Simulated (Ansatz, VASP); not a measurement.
**One calculation of MgO2, two programs**

Contents of POSCAR:

```
MgO2
1.0
    1.6047610160      0.9265092046      3.3542197199
   -1.6047610160      0.9265092046      3.3542197199
    0.0000000000     -1.8530184092      3.3542197199
Mg O
1 2
Direct
    0.0000000000      0.0000000000      0.0000000000
    0.4287860000      0.4287860000      0.4287860000
    0.5712140000      0.5712140000      0.5712140000
```

Contents of INCAR.step1:

```
ALGO = Normal
EDIFF = 1E-4
ENCUT = 520
GGA = PE
ISMEAR = 0
LASPH = T
LCHARG = F
LREAL = F
LWAVE = T
NBANDS = 14
NELM = 100
PREC = Accurate
SIGMA = 0.05
```

File INCAR.step2:

```
ALGO = Normal
EDIFF = 1E-6
ENCUT = 520
ISIF = 2
ISMEAR = 0
ISTART = 1
LASPH = T
LCHARG = T
LELF = T
LMIXTAU = T
LREAL = F
LVHAR = T
LWAVE = F
METAGGA = R2SCAN
NBANDS = 14
NELM = 100
PREC = Accurate
SIGMA = 0.05
```

KPOINTS

```
k-points
0
Gamma
  12 12 12
```

Input for Ansatz:

```yaml
crystal:
  lattice:
    - [1.604761016, 0.9265092046, 3.3542197199]
    - [-1.604761016, 0.9265092046, 3.3542197199]
    - [0.0, -1.8530184092, 3.3542197199]
  atoms:
    - { symbol: Mg, position: [0.0, 0.0, 0.0] }
    - { symbol: O, position: [0.428786, 0.428786, 0.428786] }
    - { symbol: O, position: [0.571214, 0.571214, 0.571214] }
basis:
  ecutwfc: 500
kpoints:
  mp_grid: { grid: [12, 12, 12] }
hamiltonian:
  xc: r2scan
scf:
  occupations: { method: gaussian, width: 0.05 }
output:
  forces: true
  stress: true
  eigenvalues: true
```

Change from the starting cell: strain +0.000 along x and y, -0.040 along z, atoms carried along.

Alike in both runs: task single point; functional r2SCAN; k mesh 12 × 12 × 12; occupations gaussian, width 0.05 eV; no spin polarisation.

|  | VASP | Ansatz |
| --- | --- | --- |
| version | VASP 6.6.1 | Ansatz 0.2.0 |
| potentials or method | VASP PAW PBE potentials, release 64 (Mg, O), cutoff 520 eV | scalar-relativistic, plane waves, PAW |
| valence electrons in the cell | 14 | 22 |

```tsv
	VASP	Ansatz	Ansatz less VASP
gap on the k mesh at the Fermi level (eV)	3.79	3.82	+0.033
least direct gap on the mesh (eV)	3.83	3.86	+0.036
pressure (GPa)	2.6	2.8	+0.18
traceless stress, the component that is largest in VASP (GPa)	15.68	13.72	-1.956
rms of the force components (eV/Å)	0.682	0.521	-0.1618
```

VASP's potentials were made for PBE, not for r2SCAN. Atom by atom the forces differ by 0.162 eV/Å (rms over components). VASP's potentials hold 14 valence electrons a cell and Ansatz's 22, so a difference there can come from the potentials and not from the codes.
